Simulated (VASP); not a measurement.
# Ge (P6_3/mmc) in VASP: further runs

The runs below take Ge through single point, with BLYP.

All numbers are computed with VASP 6.6.1; they aren't measurements. Logs are shortened: lines on timing, memory, paths and dates and some standing lists are left out, and cuts for length are marked.

## Step 1: The cell of the first run

The structure is hexagonal, space group P6_3/mmc (No. 194). Conventional cell: a = 3.049 Å, b = 3.049 Å, c = 4.715 Å, α = 90.00°, β = 90.00°, γ = 120.00°. Within 3.9 Å of Ge (site symmetry -6m2) lie 12 Ge at 2.94 to 3.05 Å.

## Step 2: Single point, BLYP (volume scaled by 0.88)

Input file INCAR:

```
SYSTEM = Ge
AGGAC = 1.0
AGGAX = 1.0
ALDAC = 0.0
ALDAX = 1.0
ALGO = Normal
EDIFF = 1E-6
ENCUT = 520
GGA = B5
ISIF = 2
ISMEAR = -1
LASPH = .TRUE.
LCHARG = .FALSE.
LREAL = .FALSE.
LWAVE = .FALSE.
NBANDS = 21
NELM = 80
PREC = Accurate
SIGMA = 0.1
```

Input file KPOINTS:

```
k-points
0
G
  13 13 7
  0 0 0
```

Input file POSCAR:

```
Ge
1.0
    3.0487037235      0.0000000000      0.0000000000
   -1.5243518617      2.6402548731      0.0000000000
    0.0000000000      0.0000000000      4.7150496386
Ge
2
Direct
    0.3333333333      0.6666666667      0.2500000000
    0.6666666667      0.3333333333      0.7500000000
```

Potentials or basis: VASP PAW PBE potentials, release 64 (Ge_d).

Launch:

```console
$ cat potpaw_PBE.64/Ge_d/POTCAR > POTCAR
$ mpirun -np 1 vasp_std > vasp.out
```

OUTCAR:

```text
SYSTEM = Ge
   EDIFF = 1E-6
   ENCUT = 520
   GGA = B5
   ISIF = 2
   ISMEAR = -1
   LASPH = .TRUE.
   LREAL = .FALSE.
   NELM = 80
   PREC = Accurate

 ion  position               nearest neighbor table
   1  0.333  0.667  0.250-
   2  0.667  0.333  0.750-

  LATTYP: Found a hexagonal cell.
 ALAT       =     3.0487037235
 C/A-ratio  =     1.5465752222

  Lattice vectors:

 A1 = (   3.0487037235,   0.0000000000,   0.0000000000)
 A2 = (  -1.5243518617,   2.6402548731,   0.0000000000)
 A3 = (   0.0000000000,   0.0000000000,   4.7150496386)

Analysis of symmetry for initial positions (statically):
=====================================================================
 Subroutine PRICEL returns:
 Original cell was already a primitive cell.

 Routine SETGRP: Setting up the symmetry group for a
 hexagonal supercell.

 Subroutine GETGRP returns: Found 24 space group operations
 (whereof 12 operations were pure point group operations)
 out of a pool of 24 trial point group operations.

The static configuration has the point symmetry D_3d.
 The point group associated with its full space group is D_6h.

Analysis of symmetry for dynamics (positions and initial velocities):
=====================================================================
 Subroutine PRICEL returns:
 Original cell was already a primitive cell.

 Routine SETGRP: Setting up the symmetry group for a
 hexagonal supercell.

 Subroutine GETGRP returns: Found 24 space group operations
 (whereof 12 operations were pure point group operations)
 out of a pool of 24 trial point group operations.

The dynamic configuration has the point symmetry D_3d.
 The point group associated with its full space group is D_6h.

 Subroutine INISYM returns: Found 24 space group operations
 (whereof 12 operations are pure point group operations),
 and found     1 'primitive' translations

----------------------------------------------------------------------------------------

                                     Primitive cell

  volume of cell :      37.9531

  direct lattice vectors                    reciprocal lattice vectors
     3.048703724  0.000000000  0.000000000     0.328008259  0.189375657  0.000000000
    -1.524351862  2.640254873  0.000000000     0.000000000  0.378751313  0.000000000
     0.000000000  0.000000000  4.715049639     0.000000000  0.000000000  0.212086845

  length of vectors
     3.048703724  3.048703723  4.715049639     0.378751313  0.378751313  0.212086845

  position of ions in fractional coordinates (direct lattice)
     0.333333333  0.666666667  0.250000000
     0.666666667  0.333333333  0.750000000

  ion indices of the primitive-cell ions
   primitive index   ion index
                 1           1
                 2           2

----------------------------------------------------------------------------------------

 KPOINTS: k-points

Automatic generation of k-mesh.
 Grid dimensions read from file:
 generate k-points for:   13   13    7

 Generating k-lattice:

  Cartesian coordinates                     Fractional coordinates (reciprocal lattice)
     0.025231405  0.014567358  0.000000000     0.076923077 -0.000000000  0.000000000
     0.000000000  0.029134716  0.000000000     0.000000000  0.076923077  0.000000000
     0.000000000  0.000000000  0.030298121     0.000000000  0.000000000  0.142857143

  Length of vectors
     0.029134716  0.029134716  0.030298121

  Shift w.r.t. Gamma in fractional coordinates (k-lattice)
     0.000000000  0.000000000  0.000000000

 Subroutine IBZKPT returns following result:
 ===========================================

 Found     84 irreducible k-points:

 Following reciprocal coordinates:
            Coordinates               Weight
  0.000000  0.000000  0.000000      1.000000
  0.076923 -0.000000  0.000000      6.000000
  0.153846 -0.000000  0.000000      6.000000
  0.230769 -0.000000  0.000000      6.000000
  0.307692 -0.000000  0.000000      6.000000
  0.384615  0.000000  0.000000      6.000000
[... 16 lines left out ...]
  0.076923 -0.000000  0.142857     12.000000
  0.153846 -0.000000  0.142857     12.000000
 [... further k-points ...]
   k-points           NKPTS =     84   k-points in BZ     NKDIM =     84   number of bands    NBANDS=     21
   number of dos      NEDOS =    301   number of ions     NIONS =      2
   total plane-waves  NPLWV =  20736
   dimension x,y,z NGX =    24 NGY =   24 NGZ =   36
   dimension x,y,z NGXF=    48 NGYF=   48 NGZF=   72
   ions per type =               2
   NGX,Y,Z   is equivalent  to a cutoff of  13.09, 13.09, 12.69 a.u.
   NGXF,Y,Z  is equivalent  to a cutoff of  26.17, 26.17, 25.39 a.u.
 SYSTEM =  Ge
   PREC   = accura    normal or accurate (medium, high low for compatibility)
   ISTART =      0    job   : 0-new  1-cont  2-samecut
   ICHARG =      2    charge: 1-file 2-atom 10-const
   ISPIN  =      1    spin polarized calculation?
   LNONCOLLINEAR =      F non collinear calculations
   LSORBIT =      F    spin-orbit coupling
   LASPH  =      T    aspherical Exc in radial PAW
   ENCUT  =  520.0 eV  38.22 Ry    6.18 a.u.   5.67  5.67  8.77*2*pi/ulx,y,z
   NELM   =     80;   NELMIN=  2; NELMDL= -5     # of ELM steps
   EDIFF  = 0.1E-05   stopping-criterion for ELM
   LREAL  =      F    real-space projection
   EDIFFG = 0.1E-04   stopping-criterion for IOM
   NSW    =      0    number of steps for IOM
   IBRION =     -1    ionic relax: 0-MD 1-quasi-New 2-CG
   NFREE  =      0    steps in history (QN), initial steepest desc. (CG)
   ISIF   =      2    stress and relaxation
   ISYM   =      2    0-nonsym 1-usesym 2-fastsym
   POTIM  = 0.5000    time-step for ionic-motion
   TEBEG  =    0.0;   TEEND  =   0.0 temperature during run
   PSTRESS=    0.0 pullay stress
   NELECT =      28.0000    total number of electrons
   NUPDOWN=      -1.0000    fix difference up-down
   EMIN   =  10.00;   EMAX   =-10.00  energy-range for DOS
   EFERMI =   0.00;   METHOD = LEGACY
   ISMEAR =    -1;   SIGMA  =   0.10  broadening in eV -4-tet -1-fermi 0-gaus
   EFERMI_NEDOS =   21; number of points for ismear=-14 and -15
   IALGO  =     38    algorithm
   IMIX   =      4    mixing-type and parameters
     AMIX     =   0.40;   BMIX     =  1.00
     AMIX_MAG =   1.60;   BMIX_MAG =  1.00
  volume/ion in A,a.u.               =      18.98       128.06
  Fermi-wavevector in a.u.,A,eV,Ry     =   1.479262  2.795400 29.772481  2.188216
  Thomas-Fermi vector in A             =   2.593441
   LORBIT       =      0    0 simple, 1 ext, 2 COOP (PROOUT), +10 PAW based schemes
   GGA     = B5    functional components
   LHFCALC =     F    Hartree Fock is set to
   AEXX    =    0.0000 exact exchange contribution
   IVDW    =     0    specifies the selected vdW correction
   LEPSILON=     F    determine dielectric tensor
   LRPA    =     F    only Hartree local field effects (RPA)
 non-spin polarized calculation
  energy-cutoff  :      520.00
  volume of cell :       37.95
 maximum number of plane-waves:      1049
 NGX is ok and might be reduce to    24
   NGX = 11   NGY = 11   NGZ = 17

 number of electron      28.0000016 magnetization

 Free energy of the ion-electron system (eV)
  ---------------------------------------------------
  ext. energy  EPLUGINS =         0.00000000
  ---------------------------------------------------
  free energy    TOTEN  =        -6.54035916 eV

  energy without entropy =       -6.51022743  energy(sigma->0) =       -6.52529329

 E-fermi :   7.1846     XC(G=0): -10.6711

 val. band max:        7.1841500843   @ k =   0.1538   0.1538   0.1429
 cond. band min:       7.1959276910   @ k =   0.3077   0.1538   0.2857
 fundamental gap:      0.0117776067
 Fermi energy:         7.1845895013

 k-point     1 :       0.0000    0.0000    0.0000
  band No.  band energies     occupation
      1     -17.5569      2.00000
      2     -17.5481      2.00000
      3     -17.5481      2.00000
      4     -17.5424      2.00000
      5     -17.5397      2.00000
      6     -17.5397      2.00000
[... 13 lines left out ...]
     20      19.9710      0.00000
     21      20.9992      0.00000

 k-point     2 :       0.0769   -0.0000    0.0000
  band No.  band energies     occupation
      1     -17.5585      2.00000
      2     -17.5518      2.00000
      3     -17.5439      2.00000
      4     -17.5375      2.00000
      5     -17.5373      2.00000
      6     -17.5372      2.00000
[... 13 lines left out ...]
     20      19.4868      0.00000
     21      21.0194      0.00000

 k-point     3 :       0.1538   -0.0000    0.0000
  band No.  band energies     occupation
      1     -17.5678      2.00000
      2     -17.5497      2.00000
      3     -17.5424      2.00000
      4     -17.5422      2.00000
      5     -17.5329      2.00000
      6     -17.5322      2.00000
[... 13 lines left out ...]
     20      20.7792      0.00000
     21      20.8545      0.00000

 k-point     4 :       0.2308   -0.0000    0.0000
  band No.  band energies     occupation
      1     -17.5793      2.00000
      2     -17.5501      2.00000
      3     -17.5490      2.00000
      4     -17.5468      2.00000
      5     -17.5265      2.00000
      6     -17.5159      2.00000
[... 13 lines left out ...]
     20      19.7656      0.00000
     21      20.9476      0.00000

 k-point     5 :       0.3077   -0.0000    0.0000
  band No.  band energies     occupation
      1     -17.5903      2.00000
      2     -17.5593      2.00000
      3     -17.5556      2.00000
      4     -17.5464      2.00000
      5     -17.5181      2.00000
      6     -17.4986      2.00000
[... 13 lines left out ...]
     20      19.0489      0.00000
     21      20.4326      0.00000
[... 382 lines left out ...]
     20      22.4041      0.00000
     21      22.9241      0.00000

 k-point    22 :       0.0000    0.0000    0.1429
  band No.  band energies     occupation
      1     -17.5558      2.00000
      2     -17.5544      2.00000
      3     -17.5544      2.00000
      4     -17.5428      2.00000
      5     -17.5421      2.00000
      6     -17.5421      2.00000
[... 13 lines left out ...]
     20      20.1728      0.00000
     21      20.5415      0.00000

 k-point    23 :       0.0769   -0.0000    0.1429
  band No.  band energies     occupation
      1     -17.5592      2.00000
      2     -17.5536      2.00000
      3     -17.5516      2.00000
      4     -17.5432      2.00000
      5     -17.5390      2.00000
      6     -17.5380      2.00000
[... 13 lines left out ...]
     20      19.5408      0.00000
     21      20.6023      0.00000

 k-point    24 :       0.1538   -0.0000    0.1429
  band No.  band energies     occupation
      1     -17.5681      2.00000
      2     -17.5504      2.00000
      3     -17.5467      2.00000
      4     -17.5465      2.00000
      5     -17.5326      2.00000
      6     -17.5266      2.00000
[... 13 lines left out ...]
     20      20.3151      0.00000
     21      20.5821      0.00000

 [... further k-points ...]

------------------------ aborting loop because EDIFF is reached ----------------------------------------

  FORCE on cell =-STRESS in cart. coord.  units (eV):
  Direction    XX          YY          ZZ          XY          YZ          ZX
  --------------------------------------------------------------------------------------
  -------------------------------------------------------------------------------------
  Total        1.8100528      1.8100528      2.1069858      0.0000000     -0.0000000     -0.0000000
  in kB       76.4107533     76.4107533     88.9456774      0.0000000     -0.0000000     -0.0000000
  external PRESSURE =      80.5890614 kB  Pullay stress =       0.0000000 kB

 VOLUME and BASIS-vectors are now :
 -----------------------------------------------------------------------------
  energy-cutoff  :      520.00
  volume of cell :       37.95
      direct lattice vectors                 reciprocal lattice vectors
     3.048703724  0.000000000  0.000000000     0.328008259  0.189375657  0.000000000
    -1.524351862  2.640254873  0.000000000     0.000000000  0.378751313  0.000000000
     0.000000000  0.000000000  4.715049639     0.000000000  0.000000000  0.212086845

 POSITION                                       TOTAL-FORCE (eV/Angst)
 -----------------------------------------------------------------------------------
     -0.00000      1.76017      1.17876        -0.000000      0.000000      0.000000
      1.52435      0.88008      3.53629         0.000000     -0.000000      0.000000
 -----------------------------------------------------------------------------------
    total drift:                               -0.000000      0.000000      0.000000

  FREE ENERGIE OF THE ION-ELECTRON SYSTEM (eV)
  ---------------------------------------------------
  free  energy   TOTEN  =        -6.5403591603 eV

  energy  without entropy=       -6.5102274283  energy(sigma->0) =       -6.52529329
```

Run time: 33 s. Hardware: 1 thread of Intel Xeon 6975P-C, shared host; peak memory 0.19 GiB.

Results:

```yaml
Free_energy: -6.5404 eV
Pressure: 8.1 GPa
Band_gap_on_the_k_mesh: zero (band 14 reaches 13.30 eV, above the bottom of band 15 at 4.86 eV)
```

Stress tensor (GPa, compression positive):
```
7.64 0.00 0.00
0.00 7.64 0.00
0.00 0.00 8.89
```

Levels at points of the mesh, in eV from the Fermi level:
```csv
k point,band 12,band 13,band 14,band 15,band 16,band 17
"(0.00, 0.00, 0.00)",-7.34,-5.18,5.82,5.82,7.92,7.92
```

Caveat: the PAW data sets were made with another functional, which shifts forces and pressure a little.

(Part 1 of 3 ends here.)
